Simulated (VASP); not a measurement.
Crystal: MnI2.

```
Mn I
1.0
     4.16000    0.00000    0.00000
    -2.08000    3.60267    0.00000
     0.00000    0.00000   13.64000
Mn I
2 4
Cartesian
  0.0000 0.0000 0.0000
  0.0000 0.0000 6.8200
  0.0000 2.4018 1.7050
  2.0800 1.2009 5.1150
  0.0000 2.4018 8.5250
  2.0800 1.2009 11.9350
```

Base run:

| Item | Value |
| --- | --- |
| Program | VASP 6.6.1 |
| Functional | LDA |
| Potentials or basis | VASP PAW LDA potentials, release 64 (Mn_pv, I) |
| Cutoff | 520 eV |
| k mesh | 5 × 5 × 2 |
| Occupations | gaussian, width 0.05 eV |
| Spin | collinear spin, ferromagnetic start |
| Starting moments | [5.08, 5.08, 0.05, 0.05, 0.05, 0.05] μB |
| Hubbard terms | Mn d U = 4.0 eV |

Its results: band gap on the k mesh 2.28 eV; pressure -2.7 GPa; net moment 10.01 μB per cell; site moments Mn +4.55; I +0.05 μB; largest force 0.452 eV/Å.

Q: The run is repeated on the same cell with these changes: spin from collinear spin, ferromagnetic start to collinear spin, ferrimagnetic start; moments at the start from [5.08, 5.08, 0.05, 0.05, 0.05, 0.05] to [4.62, -1.11, 0.05, 0.07, 0.07, 0.05]. What comes out?

A: Band gap on the k mesh 2.37 eV; pressure -2.7 GPa; net moment 0.00 μB per cell; site moments Mn +4.55, -4.55; I +0.05, -0.05 (each value once) μB; largest force 0.451 eV/Å.

Caveats: spin-orbit coupling is left out, which moves the levels of the heavy elements.

A k mesh can miss the band edges.
